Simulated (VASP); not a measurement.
# WS2 (P6_3/mmc) in VASP: further runs

Runs on WS2. Level: PBEsol+D3(BJ). Tasks: single point.

Program: VASP 6.6.1. These are calculated values, not measurements. Logs are shortened: lines on timing, memory, paths and dates and some standing lists are left out, and cuts for length are marked.

### Step 1. The cell of the first run

It takes space group P6_3/mmc (No. 194, hexagonal). The conventional cell has a = 3.100 Å, b = 3.100 Å, c = 11.591 Å, α = 90.00°, β = 90.00°, γ = 120.00°. W (site symmetry -6m2) has 6 S at 2.38 Å and 6 W at 3.10 Å within 3.1 Å. Within 3.1 Å of S (site symmetry 3m) lie 3 W at 2.38 Å and 6 S at 3.10 Å.

### Step 2. Single point, PBEsol+D3(BJ)

Input file INCAR:

```
ALGO     = Normal         # electronic algorithm
EDIFF    = 1E-7           # SCF threshold, eV
ENCUT    = 520            # plane-wave cutoff, eV
GGA      = PS             # functional
ISIF     = 2              # what is computed and relaxed
ISMEAR   = 0              # smearing method
IVDW     = 12             # dispersion correction
LASPH    = T              # aspherical terms in the spheres
LCHARG   = F              # write CHGCAR
LREAL    = F              # projectors in reciprocal space
LWAVE    = F              # write WAVECAR
NBANDS   = 35             # bands
NELM     = 80             # most SCF steps
PREC     = Accurate       # precision mode
SIGMA    = 0.02           # smearing width, eV
```

Input file KPOINTS:

```
k-points
0
Gamma
  12 12 4
```

Input file POSCAR:

```
WS2
1.0
    3.0997722989      0.0000000000      0.0000000000
   -1.5498861495      2.6844815568      0.0000000000
    0.0000000000      0.0000000000     11.5909545263
W S
2 4
Direct
    0.3333333333      0.6666666667      0.7500000000
    0.6666666667      0.3333333333      0.2500000000
    0.3333333333      0.6666666667      0.1142146480
    0.6666666667      0.3333333333      0.6142146480
    0.3333333333      0.6666666667      0.3857853520
    0.6666666667      0.3333333333      0.8857853520
```

Potentials or basis: VASP PAW PBE potentials, release 64 (W_sv, S).

Launch:

```console
cat potpaw_PBE.64/W_sv/POTCAR potpaw_PBE.64/S/POTCAR > POTCAR
mpirun -np 1 vasp_std > vasp.out
```

OUTCAR:

```text
EDIFF = 1E-7
   ENCUT = 520
   GGA = PS
   ISIF = 2
   ISMEAR = 0
   IVDW = 12
   LASPH = T
   LREAL = F
   NELM = 80
   PREC = Accurate
 IVDW          = 12

 ion  position               nearest neighbor table
   1  0.333  0.667  0.750-   4 2.38   6 2.38   4 2.38   6 2.38   4 2.38   6 2.38
   2  0.667  0.333  0.250-   3 2.38   5 2.38   3 2.38   5 2.38   3 2.38   5 2.38
   3  0.333  0.667  0.114-   2 2.38   2 2.38   2 2.38
   4  0.667  0.333  0.614-   1 2.38   1 2.38   1 2.38
   5  0.333  0.667  0.386-   2 2.38   2 2.38   2 2.38
   6  0.667  0.333  0.886-   1 2.38   1 2.38   1 2.38

  LATTYP: Found a hexagonal cell.
 ALAT       =     3.0997722989
 C/A-ratio  =     3.7392922475

  Lattice vectors:

 A1 = (   3.0997722989,   0.0000000000,   0.0000000000)
 A2 = (  -1.5498861495,   2.6844815568,   0.0000000000)
 A3 = (   0.0000000000,   0.0000000000,  11.5909545263)

Analysis of symmetry for initial positions (statically):
=====================================================================
 Subroutine PRICEL returns:
 Original cell was already a primitive cell.

 Routine SETGRP: Setting up the symmetry group for a
 hexagonal supercell.

 Subroutine GETGRP returns: Found 24 space group operations
 (whereof 12 operations were pure point group operations)
 out of a pool of 24 trial point group operations.

The static configuration has the point symmetry D_3d.
 The point group associated with its full space group is D_6h.

Analysis of symmetry for dynamics (positions and initial velocities):
=====================================================================
 Subroutine PRICEL returns:
 Original cell was already a primitive cell.

 Routine SETGRP: Setting up the symmetry group for a
 hexagonal supercell.

 Subroutine GETGRP returns: Found 24 space group operations
 (whereof 12 operations were pure point group operations)
 out of a pool of 24 trial point group operations.

The dynamic configuration has the point symmetry D_3d.
 The point group associated with its full space group is D_6h.

 Subroutine INISYM returns: Found 24 space group operations
 (whereof 12 operations are pure point group operations),
 and found     1 'primitive' translations

----------------------------------------------------------------------------------------

                                     Primitive cell

  volume of cell :      96.4516

  direct lattice vectors                    reciprocal lattice vectors
     3.099772299  0.000000000  0.000000000     0.322604341  0.186255703  0.000000000
    -1.549886150  2.684481557  0.000000000     0.000000000  0.372511406  0.000000000
     0.000000000  0.000000000 11.590954526     0.000000000  0.000000000  0.086274172

  length of vectors
     3.099772299  3.099772299 11.590954526     0.372511406  0.372511406  0.086274172

  position of ions in fractional coordinates (direct lattice)
     0.333333333  0.666666667  0.750000000
     0.666666667  0.333333333  0.250000000
     0.333333333  0.666666667  0.114214648
     0.666666667  0.333333333  0.614214648
     0.333333333  0.666666667  0.385785352
     0.666666667  0.333333333  0.885785352

  ion indices of the primitive-cell ions
   primitive index   ion index
                 1           1
                 2           2
                 3           3
                 4           4
                 5           5
                 6           6

----------------------------------------------------------------------------------------

 KPOINTS: k-points

Automatic generation of k-mesh.
 Grid dimensions read from file:
 generate k-points for:   12   12    4

 Generating k-lattice:

  Cartesian coordinates                     Fractional coordinates (reciprocal lattice)
     0.026883695  0.015521309  0.000000000     0.083333333  0.000000000  0.000000000
     0.000000000  0.031042617  0.000000000     0.000000000  0.083333333  0.000000000
     0.000000000  0.000000000  0.021568543     0.000000000  0.000000000  0.250000000

  Length of vectors
     0.031042617  0.031042617  0.021568543

  Shift w.r.t. Gamma in fractional coordinates (k-lattice)
     0.000000000  0.000000000  0.000000000

 Subroutine IBZKPT returns following result:
 ===========================================

 Found     57 irreducible k-points:

 Following reciprocal coordinates:
            Coordinates               Weight
  0.000000  0.000000  0.000000      1.000000
  0.083333 -0.000000  0.000000      6.000000
  0.166667  0.000000  0.000000      6.000000
  0.250000  0.000000  0.000000      6.000000
  0.333333  0.000000  0.000000      6.000000
  0.416667 -0.000000  0.000000      6.000000
[... 16 lines left out ...]
  0.250000  0.000000  0.250000     12.000000
  0.333333  0.000000  0.250000     12.000000
 [... further k-points ...]
   k-points           NKPTS =     57   k-points in BZ     NKDIM =     57   number of bands    NBANDS=     35
   number of dos      NEDOS =    301   number of ions     NIONS =      6
   total plane-waves  NPLWV =  51840
   dimension x,y,z NGX =    24 NGY =   24 NGZ =   90
   dimension x,y,z NGXF=    48 NGYF=   48 NGZF=  180
   ions per type =               2   4
   NGX,Y,Z   is equivalent  to a cutoff of  12.87, 12.87, 12.91 a.u.
   NGXF,Y,Z  is equivalent  to a cutoff of  25.74, 25.74, 25.82 a.u.
 SYSTEM =  unknown system
   PREC   = accura    normal or accurate (medium, high low for compatibility)
   ISTART =      0    job   : 0-new  1-cont  2-samecut
   ICHARG =      2    charge: 1-file 2-atom 10-const
   ISPIN  =      1    spin polarized calculation?
   LNONCOLLINEAR =      F non collinear calculations
   LSORBIT =      F    spin-orbit coupling
   LASPH  =      T    aspherical Exc in radial PAW
   ENCUT  =  520.0 eV  38.22 Ry    6.18 a.u.   5.76  5.76 21.55*2*pi/ulx,y,z
   NELM   =     80;   NELMIN=  2; NELMDL= -5     # of ELM steps
   EDIFF  = 0.1E-06   stopping-criterion for ELM
   LREAL  =      F    real-space projection
   EDIFFG = 0.1E-05   stopping-criterion for IOM
   NSW    =      0    number of steps for IOM
   IBRION =     -1    ionic relax: 0-MD 1-quasi-New 2-CG
   NFREE  =      0    steps in history (QN), initial steepest desc. (CG)
   ISIF   =      2    stress and relaxation
   ISYM   =      2    0-nonsym 1-usesym 2-fastsym
   POTIM  = 0.5000    time-step for ionic-motion
   TEBEG  =    0.0;   TEEND  =   0.0 temperature during run
   PSTRESS=    0.0 pullay stress
   NELECT =      52.0000    total number of electrons
   NUPDOWN=      -1.0000    fix difference up-down
   EMIN   =  10.00;   EMAX   =-10.00  energy-range for DOS
   EFERMI =   0.00;   METHOD = LEGACY
   ISMEAR =     0;   SIGMA  =   0.02  broadening in eV -4-tet -1-fermi 0-gaus
   EFERMI_NEDOS =   21; number of points for ismear=-14 and -15
   IALGO  =     38    algorithm
   IMIX   =      4    mixing-type and parameters
     AMIX     =   0.40;   BMIX     =  1.00
     AMIX_MAG =   1.60;   BMIX_MAG =  1.00
  volume/ion in A,a.u.               =      16.08       108.48
  Fermi-wavevector in a.u.,A,eV,Ry     =   1.332415  2.517899 24.154823  1.775329
  Thomas-Fermi vector in A             =   2.461351
   LORBIT       =      0    0 simple, 1 ext, 2 COOP (PROOUT), +10 PAW based schemes
   GGA     = PS    functional components
   LHFCALC =     F    Hartree Fock is set to
   AEXX    =    0.0000 exact exchange contribution
   IVDW    =    12    specifies the selected vdW correction
   LEPSILON=     F    determine dielectric tensor
   LRPA    =     F    only Hartree local field effects (RPA)
 non-spin polarized calculation
 Gauss-broadening in eV      SIGMA  =   0.02
  energy-cutoff  :      520.00
  volume of cell :       96.45
 maximum number of plane-waves:      2628
 NGX is ok and might be reduce to    24
   NGX = 11   NGY = 11   NGZ = 43

 number of electron      52.0000003 magnetization

 Free energy of the ion-electron system (eV)
  ---------------------------------------------------
  ext. energy  EPLUGINS =         0.00000000
  ---------------------------------------------------
  free energy    TOTEN  =       -50.36337665 eV

  energy without entropy =      -50.36337665  energy(sigma->0) =      -50.36337665

 E-fermi :   9.0075     XC(G=0): -11.7409

 val. band max:        8.8682056296   @ k =   0.0000   0.0000   0.0000
 cond. band min:       9.4395299984   @ k =   0.1667   0.1667   0.0000
 fundamental gap:      0.5713243688
 Fermi energy:         9.0074905484

 k-point     1 :       0.0000    0.0000    0.0000
  band No.  band energies     occupation
      1     -65.8105      2.00000
      2     -65.8104      2.00000
      3     -30.1320      2.00000
      4     -30.1318      2.00000
      5     -29.8858      2.00000
      6     -29.8858      2.00000
[... 27 lines left out ...]
     34      11.4260      0.00000
     35      13.7345      0.00000

 k-point     2 :       0.0833   -0.0000    0.0000
  band No.  band energies     occupation
      1     -65.8088      2.00000
      2     -65.8088      2.00000
      3     -30.1264      2.00000
      4     -30.1262      2.00000
      5     -29.9165      2.00000
      6     -29.9165      2.00000
[... 27 lines left out ...]
     34      11.3657      0.00000
     35      14.3160      0.00000

 k-point     3 :       0.1667    0.0000    0.0000
  band No.  band energies     occupation
      1     -65.8043      2.00000
      2     -65.8042      2.00000
      3     -30.1110      2.00000
      4     -30.1109      2.00000
      5     -29.9996      2.00000
      6     -29.9996      2.00000
[... 27 lines left out ...]
     34      11.9675      0.00000
     35      15.4726      0.00000
[... 723 lines left out ...]
 k-point    23 :       0.2500    0.0000    0.2500
  band No.  band energies     occupation
      1     -65.7981      2.00000
      2     -65.7981      2.00000
      3     -30.1114      2.00000
      4     -30.1114      2.00000
      5     -30.0899      2.00000
      6     -30.0898      2.00000
[... 27 lines left out ...]
     34      12.5392      0.00000
     35      15.3157      0.00000

 k-point    24 :       0.3333    0.0000    0.2500
  band No.  band energies     occupation
      1     -65.7919      2.00000
      2     -65.7919      2.00000
      3     -30.2211      2.00000
      4     -30.2211      2.00000
      5     -30.0688      2.00000
      6     -30.0687      2.00000
[... 27 lines left out ...]
     34      12.9659      0.00000
     35      14.3742      0.00000

 [... further k-points ...]

------------------------ aborting loop because EDIFF is reached ----------------------------------------

 Edisp (eV)   -2.56511

 E8    (eV) :    -1.6652

  FORCE on cell =-STRESS in cart. coord.  units (eV):
  Direction    XX          YY          ZZ          XY          YZ          ZX
  --------------------------------------------------------------------------------------
  -------------------------------------------------------------------------------------
  Total       1.27847     1.27847     1.34906    -0.00000     0.00000    -0.00000
  in kB      21.23699    21.23699    22.40947    -0.00000     0.00000    -0.00000
  external pressure =       21.63 kB  Pullay stress =        0.00 kB

 VOLUME and BASIS-vectors are now :
 -----------------------------------------------------------------------------
  energy-cutoff  :      520.00
  volume of cell :       96.45
      direct lattice vectors                 reciprocal lattice vectors
     3.099772299  0.000000000  0.000000000     0.322604341  0.186255703  0.000000000
    -1.549886150  2.684481557  0.000000000     0.000000000  0.372511406  0.000000000
     0.000000000  0.000000000 11.590954526     0.000000000  0.000000000  0.086274172

 POSITION                                       TOTAL-FORCE (eV/Angst)
 -----------------------------------------------------------------------------------
     -0.00000      1.78965      8.69322         0.000000     -0.000000      0.000000
      1.54989      0.89483      2.89774         0.000000      0.000000      0.000000
     -0.00000      1.78965      1.32386        -0.000000     -0.000000     -0.019328
      1.54989      0.89483      7.11933        -0.000000      0.000000     -0.019328
     -0.00000      1.78965      4.47162         0.000000      0.000000      0.019328
      1.54989      0.89483     10.26710         0.000000      0.000000      0.019328
 -----------------------------------------------------------------------------------
    total drift:                               -0.000000      0.000000     -0.000000

  FREE ENERGIE OF THE ION-ELECTRON SYSTEM (eV)
  ---------------------------------------------------
  free  energy   TOTEN  =       -52.9284893861 eV

  energy  without entropy=      -52.9284893861  energy(sigma->0) =      -52.92848939
```

It took 2.9 min on 1 thread of Intel Xeon 6975P-C, shared host; peak memory 0.32 GiB.

Results:

- Free energy: -52.9285 eV
- Pressure: 2.2 GPa
- Largest force: 0.019 eV/Å
- Band gap on the k mesh: 0.57 eV, indirect (least direct gap 1.97 eV)
- Dispersion energy per atom: -0.428 eV

Forces on the atoms (eV/Å):
```
W    0.000  0.000  0.000
W    0.000  0.000  0.000
S    0.000  0.000 -0.019
S    0.000  0.000 -0.019
S    0.000  0.000  0.019
S    0.000  0.000  0.019
```

Caveat: the PAW data sets were made with another functional, which shifts forces and pressure a little; spin-orbit coupling is left out, which moves the levels of the heavy elements.

### Step 3. Single point, PBEsol+D3(BJ)

Input file INCAR:

```
SYSTEM = WS2
PREC = Accurate
ENCUT = 520
EDIFF = 1E-6
ISMEAR = 0
SIGMA = 0.02
LREAL = .False.
LASPH = .True.
NELM = 60
ALGO = Normal
ISIF = 2
LWAVE = .False.
LCHARG = .False.
GGA = PS
IVDW = 12
NBANDS = 35
```

Input file KPOINTS:

```
regular mesh
0
Gamma
  12 12 4
  0 0 0
```

POSCAR is that of step 2.

Potentials or basis: VASP PAW PBE potentials, release 64 (W_sv, S).

Launch:

```console
cat potpaw_PBE.64/W_sv/POTCAR potpaw_PBE.64/S/POTCAR > POTCAR
mpirun -np 1 vasp_std > vasp.out
```

Wall time 2.8 min (1 thread of Intel Xeon 6975P-C, shared host); peak memory 0.32 GiB.

The run converged. Its results:

| Property | Result |
| --- | --- |
| Free energy | -52.9285 eV |
| Pressure | 2.2 GPa |
| Largest force | 0.019 eV/Å |
| Band gap on the k mesh | 0.57 eV, indirect (least direct gap 1.97 eV) |
| Dispersion energy per atom | -0.428 eV |

Forces in eV/Å, atoms in the order of the input:
```
W    0.000  0.000  0.000
W    0.000  0.000  0.000
S    0.000  0.000 -0.019
S    0.000  0.000 -0.019
S    0.000  0.000  0.019
S    0.000  0.000  0.019
```

Stress tensor (GPa, compression positive):
```
2.12 0.00 0.00
0.00 2.12 0.00
0.00 0.00 2.24
```

Levels at points of the mesh, in eV from the valence-band top:
| k point | band 22 | band 23 | band 24 | band 25 | band 26 | band 27 | band 28 | band 29 | band 30 | band 31 |
| --- | --- | --- | --- | --- | --- | --- | --- | --- | --- | --- |
| (0.00, 0.00, 0.00) | -2.29 | -2.29 | -1.71 | -1.17 | 0.00 | 2.14 | 2.14 | 2.21 | 2.21 | 2.22 |
| (0.50, 0.00, 0.00) | -3.00 | -2.23 | -2.12 | -1.77 | -1.77 | 2.33 | 2.37 | 2.41 | 2.92 | 2.98 |
| (0.00, 0.00, 0.50) | -2.36 | -2.36 | -2.36 | -0.30 | -0.30 | 2.16 | 2.16 | 2.16 | 2.16 | 2.40 |
| (0.50, 0.00, 0.50) | -3.29 | -2.00 | -2.00 | -1.90 | -1.90 | 2.36 | 2.36 | 2.73 | 2.73 | 3.30 |

Caveat: the PAW data sets were made with another functional, which shifts forces and pressure a little; spin-orbit coupling is left out, which moves the levels of the heavy elements.
